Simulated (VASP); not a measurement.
# BeTe (F-43m) in VASP: further runs

The runs below take BeTe through single point, with LDA.

Everything below comes from runs of VASP 6.6.1. Logs are shortened: lines on timing, memory, paths and dates and some standing lists are left out, and cuts for length are marked.

### 1 The cell of the first run

It takes space group F-43m (No. 216, cubic). The conventional cell has a = 5.427 Å, b = 5.427 Å, c = 5.427 Å, α = 90.00°, β = 90.00°, γ = 90.00°. Te (site symmetry -43m) has 4 Be at 2.35 Å within 3.1 Å. Be (site symmetry -43m) has 4 Te at 2.35 Å within 3.1 Å.

### 2 Single point, LDA

INCAR

```
SYSTEM = BeTe
ALGO     = Normal         ! electronic algorithm
EDIFF    = 1E-6           ! SCF threshold, eV
ENCUT    = 520            ! plane-wave cutoff, eV
ISIF     = 2              ! what is computed and relaxed
ISMEAR   = -1             ! smearing method
LASPH    = .TRUE.         ! aspherical terms in the spheres
LCHARG   = .TRUE.         ! write CHGCAR
LELF     = .TRUE.         ! ELF
LREAL    = .FALSE.        ! projectors in reciprocal space
LVHAR    = .TRUE.       
LWAVE    = .FALSE.        ! write WAVECAR
NBANDS   = 11             ! bands
NELM     = 60             ! most SCF steps
PREC     = Accurate       ! precision mode
SIGMA    = 0.05           ! smearing width, eV
```

KPOINTS

```
k-points
0
G
  8 8 8
  0 0 0
```

POSCAR

```
BeTe
1.0
    0.0000000000      2.7134535211      2.7134535211
    2.7134535211      0.0000000000      2.7134535211
    2.7134535211      2.7134535211      0.0000000000
Te Be
1 1
Direct
    0.7500000000      0.7500000000      0.7500000000
    0.0000000000      0.0000000000      0.0000000000
```

Potentials or basis: VASP PAW LDA potentials, release 64 (Te, Be).

On the command line:

```console
$ cat potpaw_LDA.64/Te/POTCAR potpaw_LDA.64/Be/POTCAR > POTCAR
$ mpirun -np 1 vasp_std > vasp.out
```

OUTCAR:

```text
SYSTEM = BeTe
   EDIFF = 1E-6
   ENCUT = 520
   ISIF = 2
   ISMEAR = -1
   LASPH = .TRUE.
   LREAL = .FALSE.
   NELM = 60
   PREC = Accurate

 ion  position               nearest neighbor table
   1  0.750  0.750  0.750-   2 2.35   2 2.35   2 2.35   2 2.35
   2  0.000  0.000  0.000-   1 2.35   1 2.35   1 2.35   1 2.35

  LATTYP: Found a face centered cubic cell.
 ALAT       =     5.4269070422

  Lattice vectors:

 A1 = (   0.0000000000,   2.7134535211,   2.7134535211)
 A2 = (   2.7134535211,   0.0000000000,   2.7134535211)
 A3 = (   2.7134535211,   2.7134535211,   0.0000000000)

Analysis of symmetry for initial positions (statically):
=====================================================================
 Subroutine PRICEL returns:
 Original cell was already a primitive cell.

 Routine SETGRP: Setting up the symmetry group for a
 face centered cubic supercell.

 Subroutine GETGRP returns: Found 24 space group operations
 (whereof 24 operations were pure point group operations)
 out of a pool of 48 trial point group operations.

The static configuration has the point symmetry T_d .

Analysis of symmetry for dynamics (positions and initial velocities):
=====================================================================
 Subroutine PRICEL returns:
 Original cell was already a primitive cell.

 Routine SETGRP: Setting up the symmetry group for a
 face centered cubic supercell.

 Subroutine GETGRP returns: Found 24 space group operations
 (whereof 24 operations were pure point group operations)
 out of a pool of 48 trial point group operations.

The dynamic configuration has the point symmetry T_d .

 Subroutine INISYM returns: Found 24 space group operations
 (whereof 24 operations are pure point group operations),
 and found     1 'primitive' translations

----------------------------------------------------------------------------------------

                                     Primitive cell

  volume of cell :      39.9574

  direct lattice vectors                    reciprocal lattice vectors
     0.000000000  2.713453521  2.713453521    -0.184267022  0.184267022  0.184267022
     2.713453521  0.000000000  2.713453521     0.184267022 -0.184267022  0.184267022
     2.713453521  2.713453521  0.000000000     0.184267022  0.184267022 -0.184267022

  length of vectors
     3.837402770  3.837402770  3.837402770     0.319159844  0.319159844  0.319159844

  position of ions in fractional coordinates (direct lattice)
     0.750000000  0.750000000  0.750000000
     0.000000000  0.000000000  0.000000000

  ion indices of the primitive-cell ions
   primitive index   ion index
                 1           1
                 2           2

----------------------------------------------------------------------------------------

 KPOINTS: k-points

Automatic generation of k-mesh.
 Grid dimensions read from file:
 generate k-points for:    8    8    8

 Generating k-lattice:

  Cartesian coordinates                     Fractional coordinates (reciprocal lattice)
    -0.023033378  0.023033378  0.023033378     0.125000000  0.000000000  0.000000000
     0.023033378 -0.023033378  0.023033378     0.000000000  0.125000000  0.000000000
     0.023033378  0.023033378 -0.023033378     0.000000000  0.000000000  0.125000000

  Length of vectors
     0.039894981  0.039894981  0.039894981

  Shift w.r.t. Gamma in fractional coordinates (k-lattice)
     0.000000000  0.000000000  0.000000000

 Subroutine IBZKPT returns following result:
 ===========================================

 Found     29 irreducible k-points:

 Following reciprocal coordinates:
            Coordinates               Weight
  0.000000  0.000000  0.000000      1.000000
  0.125000  0.000000  0.000000      8.000000
  0.250000  0.000000  0.000000      8.000000
  0.375000  0.000000  0.000000      8.000000
  0.500000  0.000000  0.000000      4.000000
  0.125000  0.125000  0.000000      6.000000
[... 16 lines left out ...]
  0.500000  0.250000  0.125000     48.000000
 -0.375000  0.250000  0.125000     24.000000
 [... further k-points ...]
   k-points           NKPTS =     29   k-points in BZ     NKDIM =     29   number of bands    NBANDS=     11
   number of dos      NEDOS =    301   number of ions     NIONS =      2
   total plane-waves  NPLWV =  27000
   dimension x,y,z NGX =    30 NGY =   30 NGZ =   30
   dimension x,y,z NGXF=    60 NGYF=   60 NGZF=   60
   ions per type =               1   1
   NGX,Y,Z   is equivalent  to a cutoff of  13.00, 13.00, 13.00 a.u.
   NGXF,Y,Z  is equivalent  to a cutoff of  25.99, 25.99, 25.99 a.u.
 SYSTEM =  BeTe
   PREC   = accura    normal or accurate (medium, high low for compatibility)
   ISTART =      0    job   : 0-new  1-cont  2-samecut
   ICHARG =      2    charge: 1-file 2-atom 10-const
   ISPIN  =      1    spin polarized calculation?
   LNONCOLLINEAR =      F non collinear calculations
   LSORBIT =      F    spin-orbit coupling
   LASPH  =      T    aspherical Exc in radial PAW
   ENCUT  =  520.0 eV  38.22 Ry    6.18 a.u.   7.14  7.14  7.14*2*pi/ulx,y,z
   NELM   =     60;   NELMIN=  2; NELMDL= -5     # of ELM steps
   EDIFF  = 0.1E-05   stopping-criterion for ELM
   LREAL  =      F    real-space projection
   EDIFFG = 0.1E-04   stopping-criterion for IOM
   NSW    =      0    number of steps for IOM
   IBRION =     -1    ionic relax: 0-MD 1-quasi-New 2-CG
   NFREE  =      0    steps in history (QN), initial steepest desc. (CG)
   ISIF   =      2    stress and relaxation
   ISYM   =      2    0-nonsym 1-usesym 2-fastsym
   POTIM  = 0.5000    time-step for ionic-motion
   TEBEG  =    0.0;   TEEND  =   0.0 temperature during run
   PSTRESS=    0.0 pullay stress
   NELECT =       8.0000    total number of electrons
   NUPDOWN=      -1.0000    fix difference up-down
   EMIN   =  10.00;   EMAX   =-10.00  energy-range for DOS
   EFERMI =   0.00;   METHOD = LEGACY
   ISMEAR =    -1;   SIGMA  =   0.05  broadening in eV -4-tet -1-fermi 0-gaus
   EFERMI_NEDOS =   21; number of points for ismear=-14 and -15
   IALGO  =     38    algorithm
   IMIX   =      4    mixing-type and parameters
     AMIX     =   0.40;   BMIX     =  1.00
     AMIX_MAG =   1.60;   BMIX_MAG =  1.00
  volume/ion in A,a.u.               =      19.98       134.82
  Fermi-wavevector in a.u.,A,eV,Ry     =   0.957721  1.809831 12.479671  0.917230
  Thomas-Fermi vector in A             =   2.086765
   LORBIT       =      0    0 simple, 1 ext, 2 COOP (PROOUT), +10 PAW based schemes
   GGA     = CA    functional components
   LHFCALC =     F    Hartree Fock is set to
   AEXX    =    0.0000 exact exchange contribution
   IVDW    =     0    specifies the selected vdW correction
   LEPSILON=     F    determine dielectric tensor
   LRPA    =     F    only Hartree local field effects (RPA)
 non-spin polarized calculation
  energy-cutoff  :      520.00
  volume of cell :       39.96
 maximum number of plane-waves:      1090
 NGX is ok and might be reduce to    30
   NGX = 15   NGY = 15   NGZ = 15

 number of electron       8.0000000 magnetization

 Free energy of the ion-electron system (eV)
  ---------------------------------------------------
  ext. energy  EPLUGINS =         0.00000000
  ---------------------------------------------------
  free energy    TOTEN  =        -8.67731406 eV

  energy without entropy =       -8.67731406  energy(sigma->0) =       -8.67731406

 E-fermi :   7.0604     XC(G=0):  -9.7067

 val. band max:        6.2675243524   @ k =   0.0000   0.0000   0.0000
 cond. band min:       7.8556289402   @ k =   0.5000   0.5000   0.0000
 fundamental gap:      1.5881045878
 Fermi energy:         7.0604192238

 k-point     1 :       0.0000    0.0000    0.0000
  band No.  band energies     occupation
      1      -6.8346      2.00000
      2       6.2675      2.00000
      3       6.2675      2.00000
      4       6.2675      2.00000
      5       9.7448      0.00000
      6       9.7448      0.00000
      7       9.7448      0.00000
      8      10.8408      0.00000
      9      14.6163      0.00000
     10      16.7347      0.00000
     11      16.7347      0.00000

 k-point     2 :       0.1250    0.0000    0.0000
  band No.  band energies     occupation
      1      -6.6631      2.00000
      2       4.7946      2.00000
      3       5.9786      2.00000
      4       5.9786      2.00000
      5       9.9047      0.00000
      6      10.1466      0.00000
      7      10.1466      0.00000
      8      12.0316      0.00000
      9      15.0033      0.00000
     10      15.6229      0.00000
     11      15.6229      0.00000

 k-point     3 :       0.2500    0.0000    0.0000
  band No.  band energies     occupation
      1      -6.1835      2.00000
      2       2.5434      2.00000
      3       5.4610      2.00000
      4       5.4610      2.00000
      5       9.7953      0.00000
      6      10.7235      0.00000
      7      10.7235      0.00000
      8      13.7207      0.00000
      9      15.3407      0.00000
     10      15.3407      0.00000
     11      15.4218      0.00000

 k-point     4 :       0.3750    0.0000    0.0000
  band No.  band energies     occupation
      1      -5.5519      2.00000
      2       0.7328      2.00000
      3       5.0738      2.00000
      4       5.0738      2.00000
      5       9.6786      0.00000
      6      10.8167      0.00000
      7      10.8167      0.00000
      8      13.9707      0.00000
      9      16.5238      0.00000
     10      16.5238      0.00000
     11      16.5281      0.00000
[... 239 lines left out ...]
 k-point    22 :       0.3750    0.2500    0.1250
  band No.  band energies     occupation
      1      -5.7826      2.00000
      2       2.3185      2.00000
      3       3.6314      2.00000
      4       4.8250      2.00000
      5       9.7421      0.00000
      6      11.4557      0.00000
      7      11.5069      0.00000
      8      12.7902      0.00000
      9      15.6668      0.00000
     10      17.0962      0.00000
     11      17.8656      0.00000

 k-point    23 :       0.5000    0.2500    0.1250
  band No.  band energies     occupation
      1      -5.2139      2.00000
      2       1.0744      2.00000
      3       3.0623      2.00000
      4       4.2803      2.00000
      5      10.2233      0.00000
      6      11.0235      0.00000
      7      12.3321      0.00000
      8      13.4377      0.00000
      9      16.3115      0.00000
     10      16.9895      0.00000
     11      18.8466      0.00000

 k-point    24 :      -0.3750    0.2500    0.1250
  band No.  band energies     occupation
      1      -4.9144      2.00000
      2       0.4735      2.00000
      3       2.9626      2.00000
      4       4.0126      2.00000
      5      10.3280      0.00000
      6      10.7702      0.00000
      7      13.2349      0.00000
      8      14.2973      0.00000
      9      14.8866      0.00000
     10      18.0153      0.00000
     11      18.4895      0.00000

 [... further k-points ...]

------------------------ aborting loop because EDIFF is reached ----------------------------------------

  FORCE on cell =-STRESS in cart. coord.  units (eV):
  Direction    XX          YY          ZZ          XY          YZ          ZX
  --------------------------------------------------------------------------------------
  -------------------------------------------------------------------------------------
  Total        1.3655014      1.3655014      1.3655014     -0.0000000      0.0000000      0.0000000
  in kB       54.7527027     54.7527027     54.7527027     -0.0000000      0.0000000      0.0000000
  external PRESSURE =      54.7527027 kB  Pullay stress =       0.0000000 kB

 VOLUME and BASIS-vectors are now :
 -----------------------------------------------------------------------------
  energy-cutoff  :      520.00
  volume of cell :       39.96
      direct lattice vectors                 reciprocal lattice vectors
     0.000000000  2.713453521  2.713453521    -0.184267022  0.184267022  0.184267022
     2.713453521  0.000000000  2.713453521     0.184267022 -0.184267022  0.184267022
     2.713453521  2.713453521  0.000000000     0.184267022  0.184267022 -0.184267022

 POSITION                                       TOTAL-FORCE (eV/Angst)
 -----------------------------------------------------------------------------------
      4.07018      4.07018      4.07018        -0.000000     -0.000000     -0.000000
      0.00000      0.00000      0.00000         0.000000      0.000000      0.000000
 -----------------------------------------------------------------------------------
    total drift:                               -0.000000     -0.000000     -0.000000

  FREE ENERGIE OF THE ION-ELECTRON SYSTEM (eV)
  ---------------------------------------------------
  free  energy   TOTEN  =        -8.6773140605 eV

  energy  without entropy=       -8.6773140579  energy(sigma->0) =       -8.67731406
```

It took 21 s on 1 thread of AMD EPYC 7R13, shared host; peak memory 0.12 GiB.

Results:

```yaml
Free_energy: -8.6773 eV
Pressure: 5.5 GPa
Band_gap_on_the_k_mesh: 1.59 eV, indirect (least direct gap 3.48 eV)
```

Caveat: spin-orbit coupling is left out, which moves the levels of the heavy elements.

[end of part 1 of 2]
